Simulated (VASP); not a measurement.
Here is a VASP 6.6.1 calculation.

File INCAR:

```
ALGO     = Normal         # electronic algorithm
DIPOL    = 0.5 0.5 0.300
EDIFF    = 1E-6           # SCF threshold, eV
ENCUT    = 520            # plane-wave cutoff, eV
GGA      = PE             # functional
IDIPOL   = 3            
ISIF     = 2              # what is computed and relaxed
ISMEAR   = 0              # smearing method
LASPH    = True           # aspherical terms in the spheres
LCHARG   = False          # write CHGCAR
LDIPOL   = True         
LREAL    = False          # projectors in reciprocal space
LWAVE    = False          # write WAVECAR
NBANDS   = 74             # bands
NELM     = 80             # most SCF steps
PREC     = Accurate       # precision mode
SIGMA    = 0.1            # smearing width, eV
```

File KPOINTS:

```
k-points
0
Gamma
  6 6 1
```

The input POSCAR:

```
HPt6
1.0
    5.6143281343      0.0000000000      0.0000000000
   -2.8071640672      4.8621507895      0.0000000000
    0.0000000000      0.0000000000     22.6192653717
Pt H
12 2
Direct
    0.3333333333      0.1666666667      0.1768404028
    0.3333333333      0.6666666667      0.1768404028
    0.8333333333      0.1666666667      0.1768404028
    0.8333333333      0.6666666667      0.1768404028
    0.1666666667      0.3333333333      0.2789526245
    0.1666666667      0.8333333333      0.2789526245
    0.6666666667      0.3333333333      0.2789526245
    0.6666666667      0.8333333333      0.2789526245
    0.0000000000      0.0000000000      0.3810585901
    0.0000000000      0.5000000000      0.3810585901
    0.5000000000      0.0000000000      0.3810585901
    0.5000000000      0.5000000000      0.3810585901
    0.2027472491      0.4054944982      0.4292475999
    0.2972527509      0.5945055018      0.4292475999
```

Potentials or basis: VASP PAW PBE potentials, release 64 (Pt, H).

Command:

```sh
$ cat potpaw_PBE.64/Pt/POTCAR potpaw_PBE.64/H/POTCAR > POTCAR
$ mpirun -np 1 vasp_std > vasp.out
```

**Question.** What does it give for the band gap on the k mesh?

**Answer.** Zero (bands 61 and 62 overlap by 0.67 eV).

**Question.** What does it give for the largest force?

**Answer.** 1.816 eV/Å.

Forces in eV/Å, atoms in the order of the input:
```
Pt   0.041  0.006 -0.120
Pt   0.000  0.026  0.011
Pt  -0.041  0.006 -0.120
Pt   0.000 -0.029  0.105
Pt   0.000 -0.112 -0.411
Pt  -0.020  0.104 -0.143
Pt   0.000 -0.008  0.273
Pt   0.020  0.104 -0.143
Pt   0.000 -0.365 -0.079
Pt  -0.916 -0.091  0.146
Pt   0.000  0.442 -0.217
Pt   0.916 -0.091  0.146
H    0.000 -1.786  0.270
H    0.000  1.794  0.282
```

Caveat: spin-orbit coupling is left out, which moves the levels of the heavy elements.
